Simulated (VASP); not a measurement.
# Mn (Im-3m) in VASP: a series of runs

Runs on Mn. Level: LDA. Tasks: single point, relaxation of cell and atoms.

All numbers are computed with VASP 6.6.1; they aren't measurements. Logs are shortened: lines on timing, memory, paths and dates and some standing lists are left out, and cuts for length are marked.

### 1 The cell of the first run

The structure is cubic, space group Im-3m (No. 229). Conventional cell: a = 2.727 Å, b = 2.727 Å, c = 2.727 Å, α = 90.00°, β = 90.00°, γ = 90.00°. Mn (site symmetry m-3m) has 14 Mn at 2.36 to 2.73 Å within 3.1 Å.

This isn't the form of Mn at room conditions, which is a 58-atom cubic cell.

### 2 Single point, LDA, collinear spin, ferromagnetic start

INCAR reads:

```
SYSTEM = Mn
PREC = Accurate
ENCUT = 520
EDIFF = 1E-6
ISMEAR = -1
SIGMA = 0.05
LREAL = .FALSE.
LASPH = .TRUE.
NELM = 150
ALGO = Normal
ISIF = 2
LWAVE = .FALSE.
LCHARG = .FALSE.
ISPIN = 2
MAGMOM = 4
LORBIT = 11
LMAXMIX = 4
GGA = CA
NBANDS = 16
```

KPOINTS reads:

```
Automatic mesh
0
G
  15 15 15
  0 0 0
```

POSCAR reads:

```
Mn
1.0
   -1.3637219702      1.3637219702      1.3637219702
    1.3637219702     -1.3637219702      1.3637219702
    1.3637219702      1.3637219702     -1.3637219702
Mn
1
Direct
    0.0000000000      0.0000000000      0.0000000000
```

Potentials or basis: VASP PAW LDA potentials, release 64 (Mn_pv).

Started as:

```bash
> cat potpaw_LDA.64/Mn_pv/POTCAR > POTCAR
> mpirun -np 1 vasp_std > vasp.out
```

OUTCAR:

```text
SYSTEM = Mn
   PREC = Accurate
   ENCUT = 520
   EDIFF = 1E-6
   ISMEAR = -1
   LREAL = .FALSE.
   LASPH = .TRUE.
   NELM = 150
   ISIF = 2
   ISPIN = 2
   LORBIT = 11
   GGA = CA

 ion  position               nearest neighbor table
   1  0.000  0.000  0.000-

  LATTYP: Found a body centered cubic cell.
 ALAT       =     2.7274439404

  Lattice vectors:

 A1 = (  -1.3637219702,   1.3637219702,   1.3637219702)
 A2 = (   1.3637219702,  -1.3637219702,   1.3637219702)
 A3 = (   1.3637219702,   1.3637219702,  -1.3637219702)

Analysis of symmetry for initial positions (statically):
=====================================================================
 Subroutine PRICEL returns:
 Original cell was already a primitive cell.

 Routine SETGRP: Setting up the symmetry group for a
 body centered cubic supercell.

 Subroutine GETGRP returns: Found 48 space group operations
 (whereof 48 operations were pure point group operations)
 out of a pool of 48 trial point group operations.

The static configuration has the point symmetry O_h .

Analysis of symmetry for dynamics (positions and initial velocities):
=====================================================================
 Subroutine PRICEL returns:
 Original cell was already a primitive cell.

 Routine SETGRP: Setting up the symmetry group for a
 body centered cubic supercell.

 Subroutine GETGRP returns: Found 48 space group operations
 (whereof 48 operations were pure point group operations)
 out of a pool of 48 trial point group operations.

The dynamic configuration has the point symmetry O_h .

Analysis of structural, dynamic, and magnetic symmetry:
=====================================================================
 Subroutine PRICEL returns:
 Original cell was already a primitive cell.

 Routine SETGRP: Setting up the symmetry group for a
 body centered cubic supercell.

 Subroutine GETGRP returns: Found 48 space group operations
 (whereof 48 operations were pure point group operations)
 out of a pool of 48 trial point group operations.

The overall configuration has the point symmetry O_h .

 Subroutine INISYM returns: Found 48 space group operations
 (whereof 48 operations are pure point group operations),
 and found     1 'primitive' translations

----------------------------------------------------------------------------------------

                                     Primitive cell

  volume of cell :      10.1447

  direct lattice vectors                    reciprocal lattice vectors
    -1.363721970  1.363721970  1.363721970     0.000000000  0.366643649  0.366643649
[... 102 lines left out ...]
   IMIX   =      4    mixing-type and parameters
     AMIX     =   0.40;   BMIX     =  1.00
     AMIX_MAG =   1.60;   BMIX_MAG =  1.00
  volume/ion in A,a.u.               =      10.14        68.46
  Fermi-wavevector in a.u.,A,eV,Ry     =   1.778184  3.360281 43.020799  3.161940
  Thomas-Fermi vector in A             =   2.843428
   LORBIT       =     11    0 simple, 1 ext, 2 COOP (PROOUT), +10 PAW based schemes
   GGA     = CA    functional components
   LHFCALC =     F    Hartree Fock is set to
   AEXX    =    0.0000 exact exchange contribution
   IVDW    =     0    specifies the selected vdW correction
   LEPSILON=     F    determine dielectric tensor
   LRPA    =     F    only Hartree local field effects (RPA)
 spin polarized calculation
  energy-cutoff  :      520.00
  volume of cell :       10.14
 maximum number of plane-waves:       281
 NGX is ok and might be reduce to    18
   NGX =  9   NGY =  9   NGZ =  9

 number of electron      12.9999987 magnetization       0.3110977

 Free energy of the ion-electron system (eV)
  ---------------------------------------------------
  ext. energy  EPLUGINS =         0.00000000
  ---------------------------------------------------
  free energy    TOTEN  =       -10.02239971 eV

  energy without entropy =      -10.00530504  energy(sigma->0) =      -10.01385238

 E-fermi :  11.5082     XC(G=0): -14.7306

 val. band max:       11.5037858032   @ k =  -0.3333  -0.4667   0.0667
 cond. band min:      11.5108297634   @ k =   0.2000   0.1333   0.0000
 fundamental gap:      0.0070439602
 Fermi energy:        11.5082341065

 spin component 1

 k-point     1 :       0.0000    0.0000    0.0000
  band No.  band energies     occupation
      1     -36.1971      1.00000
      2     -36.1971      1.00000
      3     -36.1971      1.00000
      4       2.6202      1.00000
      5       9.6661      1.00000
      6       9.6661      1.00000
[... 435 lines left out ...]
      5       8.2182      1.00000
      6       9.5933      1.00000
[... 8 lines left out ...]
     15      43.1602      0.00000
     16      48.6041      0.00000

 [... further k-points ...]

 spin component 2

 k-point     1 :       0.0000    0.0000    0.0000
  band No.  band energies     occupation
      1     -35.8779      1.00000
      2     -35.8779      1.00000
      3     -35.8779      1.00000
      4       2.6972      1.00000
      5       9.9195      1.00000
      6       9.9195      1.00000
[... 435 lines left out ...]
      5       8.4391      1.00000
      6       9.7869      1.00000
[... 8 lines left out ...]
     15      43.2354      0.00000
     16      48.7097      0.00000

 [... further k-points ...]

------------------------ aborting loop because EDIFF is reached ----------------------------------------

  FORCE on cell =-STRESS in cart. coord.  units (eV):
  Direction    XX          YY          ZZ          XY          YZ          ZX
  --------------------------------------------------------------------------------------
  -------------------------------------------------------------------------------------
  Total       -0.0019406     -0.0019406     -0.0019406      0.0000000      0.0000000      0.0000000
  in kB       -0.3064927     -0.3064927     -0.3064927      0.0000000      0.0000000      0.0000000
  external PRESSURE =      -0.3064927 kB  Pullay stress =       0.0000000 kB

 VOLUME and BASIS-vectors are now :
 -----------------------------------------------------------------------------
  energy-cutoff  :      520.00
  volume of cell :       10.14
      direct lattice vectors                 reciprocal lattice vectors
    -1.363721970  1.363721970  1.363721970     0.000000000  0.366643649  0.366643649
     1.363721970 -1.363721970  1.363721970     0.366643649  0.000000000  0.366643649
     1.363721970  1.363721970 -1.363721970     0.366643649  0.366643649  0.000000000

 POSITION                                       TOTAL-FORCE (eV/Angst)
 -----------------------------------------------------------------------------------
      0.00000      0.00000      0.00000         0.000000      0.000000     -0.000000
 -----------------------------------------------------------------------------------
    total drift:                                0.000000      0.000000      0.000000

  FREE ENERGIE OF THE ION-ELECTRON SYSTEM (eV)
  ---------------------------------------------------
  free  energy   TOTEN  =       -10.0223997143 eV

  energy  without entropy=      -10.0053050446  energy(sigma->0) =      -10.01385238

 total charge

# of ion       s       p       d       tot
------------------------------------------
    1        0.441   6.447   5.219  12.107

 magnetization (x)

# of ion       s       p       d       tot
------------------------------------------
    1       -0.001  -0.003   0.310   0.306
```

OSZICAR:

```text
N       E                     dE             d eps       ncg     rms          rms(c)
DAV:   1     0.817630953693E+02    0.81763E+02   -0.68703E+03  7824   0.107E+03
DAV:   2    -0.823006890627E+01   -0.89993E+02   -0.85061E+02  8456   0.271E+02
DAV:   3    -0.998810252393E+01   -0.17580E+01   -0.17533E+01  9072   0.408E+01
DAV:   4    -0.999315268846E+01   -0.50502E-02   -0.50500E-02  8944   0.215E+00
DAV:   5    -0.999317912138E+01   -0.26433E-04   -0.26435E-04  8832   0.137E-01    0.217E+01
DAV:   6    -0.100102064307E+02   -0.17027E-01   -0.20106E+00  8728   0.282E+01    0.407E+00
DAV:   7    -0.100252238636E+02   -0.15017E-01   -0.64406E-02  7824   0.272E+00    0.234E+00
DAV:   8    -0.100287270506E+02   -0.35032E-02   -0.33648E-03  8936   0.740E-01    0.742E-01
DAV:   9    -0.100220301829E+02    0.66969E-02   -0.23881E-03  8504   0.596E-01    0.191E-01
DAV:  10    -0.100222637689E+02   -0.23359E-03   -0.14022E-04  8176   0.120E-01    0.859E-02
DAV:  11    -0.100223056690E+02   -0.41900E-04   -0.95133E-06  8920   0.476E-02    0.635E-02
DAV:  12    -0.100223737026E+02   -0.68034E-04   -0.28566E-05  8344   0.755E-02    0.278E-02
DAV:  13    -0.100223848822E+02   -0.11180E-04   -0.38724E-06  8864   0.246E-02    0.215E-02
DAV:  14    -0.100223977099E+02   -0.12828E-04   -0.97744E-06  8456   0.481E-02    0.676E-03
DAV:  15    -0.100223996134E+02   -0.19035E-05   -0.18447E-06  6744   0.187E-02    0.265E-03
DAV:  16    -0.100223997143E+02   -0.10089E-06   -0.23155E-07  3912   0.528E-03
   1 F= -.10022400E+02 E0= -.10013852E+02  d E =-.170947E-01  mag=     0.3097
```

It took 17 s on 1 thread of Intel Xeon 6975P-C (Granite Rapids), shared host; peak memory 0.14 GiB.

Results:

```
Free energy                                           : -10.0224 eV
Pressure                                              : 0.0 GPa
Net moment                                            : 0.31 μB per cell
Site moments                                          : Mn +0.31 μB
Valence electrons inside the program's atomic spheres : Mn 12.11
```

Levels at points of the mesh, in eV from the Fermi level:
Spin up:
```csv
k point,band 3,band 4,band 5,band 6,band 7,band 8,band 9,band 10,band 11,band 12
"(0.00, 0.00, 0.00)",-47.71,-8.89,-1.84,-1.84,-1.84,0.18,0.18,24.22,24.22,24.22
```
Spin down:
| k point | band 2 | band 3 | band 4 | band 5 | band 6 | band 7 | band 8 | band 9 | band 10 | band 11 |
| --- | --- | --- | --- | --- | --- | --- | --- | --- | --- | --- |
| (0.00, 0.00, 0.00) | -47.39 | -47.39 | -8.81 | -1.59 | -1.59 | -1.59 | 0.48 | 0.48 | 24.27 | 24.27 |

### 3 Relaxation of cell and atoms, LDA, collinear spin, ferromagnetic start

This run uses another cell than the first one, of 14.62 Å³/atom.

INCAR reads:

```
PREC = Accurate
ENCUT = 600
EDIFF = 1E-6
ISMEAR = -1
SIGMA = 0.05
LREAL = F
LASPH = T
NELM = 150
ALGO = Normal
ISIF = 3
LWAVE = F
LCHARG = F
ISPIN = 2
MAGMOM = 4
LORBIT = 11
LMAXMIX = 4
GGA = CA
IBRION = 2
NSW = 100
EDIFFG = -0.005
```

KPOINTS reads:

```
regular mesh
0
Gamma
  15 15 15
```

POSCAR reads:

```
Mn
1.0
   -1.5405000000      1.5405000000      1.5405000000
    1.5405000000     -1.5405000000      1.5405000000
    1.5405000000      1.5405000000     -1.5405000000
Mn
1
Direct
    0.0000000000      0.0000000000      0.0000000000
```

Potentials or basis: VASP PAW LDA potentials, release 64 (Mn_pv).

Started as:

```bash
> cat potpaw_LDA.64/Mn_pv/POTCAR > POTCAR
> mpirun -np 1 vasp_std > vasp.out
```

Run time: 65 s. Hardware: 1 thread of Intel Xeon 6975P-C (Granite Rapids), shared host; peak memory 0.18 GiB.

It converged, with:

* Free energy: -10.0254 eV
* Relaxed volume: 10.13 Å³/atom
* Relaxed cell: a = 2.361 Å, b = 2.361 Å, c = 2.361 Å, α = 109.47°, β = 109.47°, γ = 109.47°
* Space group after relaxing (to 0.1 Å): Im-3m (No. 229)
* Pressure after relaxing: 0.0 GPa
* Net moment: 0.00 μB per cell
* Valence electrons inside the program's atomic spheres: Mn 12.11

Final structure:
```
Mn
1.0
    -1.36317    1.36317    1.36317
     1.36317   -1.36317    1.36317
     1.36317    1.36317   -1.36317
Mn
1
Direct
  0.00000 0.00000 0.00000
```

Levels at points of the mesh, in eV from the Fermi level:
Spin up:
| k point | band 3 | band 4 | band 5 | band 6 | band 7 | band 8 | band 9 | band 10 |
| --- | --- | --- | --- | --- | --- | --- | --- | --- |
| (0.00, 0.00, 0.00) | -47.55 | -8.85 | -1.72 | -1.72 | -1.72 | 0.32 | 0.32 | 24.26 |
Spin down:
```
           k point  band 4  band 5  band 6  band 7  band 8  band 9
(0.00, 0.00, 0.00)   -8.85   -1.72   -1.72   -1.72    0.32    0.32
```

Caveat: the volume moved by over 15 % at a fixed basis, so the end points are rough.
